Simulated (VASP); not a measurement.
**CoO: single point with PBE+U**

CoO:

```
Co O
1.0
     2.98153    0.00000    0.00000
    -1.49076    2.58208    0.00000
     0.00000    0.00000    5.21095
Co O
2 2
Direct
  0.00000 0.00000 0.00000
  0.00000 0.00000 0.50000
  0.33333 0.66667 0.25000
  0.66667 0.33333 0.75000
```

* Program: VASP 6.6.1
* Task: single point
* Functional: PBE
* Potentials or basis: VASP PAW PBE potentials, release 64 (Co, O)
* Cutoff: 600 eV
* k mesh: 12 × 12 × 6
* Occupations: gaussian, width 0.05 eV
* Spin: collinear spin, ferromagnetic start
* Starting moments: [0.5, 0.5, 0.0, 0.0] μB
* Hubbard terms: Co d U = 3.3 eV
* Dipole correction: no
* Further INCAR settings: ALGO = Normal; EDIFF = 1e-06; NBANDS = 27

| Property | Result |
| --- | --- |
| Pressure | -1.0 GPa |
| Band gap on the k mesh | 0.19 eV (least direct gap 0.21 eV) |
| Net moment | 6.00 μB per cell |
| Site moments | Co +2.72; O +0.23 μB |
| Valence electrons inside the program's atomic spheres | Co 7.79; O 4.98 |

Stress tensor (GPa, compression positive):
```
-1.94  0.00  0.00
 0.00 -1.94  0.00
 0.00  0.00  0.84
```

Levels at points of the mesh, in eV from the valence-band top:
Spin up:
```tsv
k point	band 14	band 15	band 16	band 17	band 18	band 19	band 20	band 21	band 22	band 23
(0.00, 0.00, 0.00)	-2.39	-1.86	-1.86	-0.02	-0.02	1.48	5.99	9.03	15.20	15.20
(0.50, 0.00, 0.00)	-2.96	-2.70	-2.28	-0.42	0.00	6.38	8.19	8.29	9.99	11.09
(0.00, 0.00, 0.50)	-3.32	-0.76	-0.76	-0.76	-0.76	4.16	4.16	11.24	11.24	16.31
(0.50, 0.00, 0.50)	-2.74	-1.31	-1.31	-1.12	-1.12	6.21	6.21	10.02	10.02	12.05
```
Spin down:
```tsv
k point	band 10	band 11	band 12	band 13	band 14	band 15
(0.00, 0.00, 0.00)	-1.45	-1.44	-1.44	0.19	2.10	2.10
(0.50, 0.00, 0.00)	-1.77	-1.11	-0.43	1.50	2.57	2.63
(0.00, 0.00, 0.50)	-1.70	-1.70	-1.70	1.53	1.53	3.16
(0.50, 0.00, 0.50)	-1.65	-0.64	-0.64	2.14	2.14	3.21
```

Eigenvalues of the final occupation matrices:
```csv
site,spin,trace,eigenvalues
site 1 d,1,4.92,0.97 0.97 0.97 1.01 1.01
site 1 d,2,2.23,0.07 0.13 0.13 0.95 0.95
site 2 d,1,4.92,0.97 0.97 0.97 1.01 1.01
site 2 d,2,2.23,0.07 0.13 0.13 0.95 0.95
```

Run time: 3 min on 1 thread of Oxide Virtual Turin-like Processor, with other jobs on the host, peak memory 0.25 GiB.

A k mesh can miss the band edges. The state reached can hang on the start; a lower one may exist.
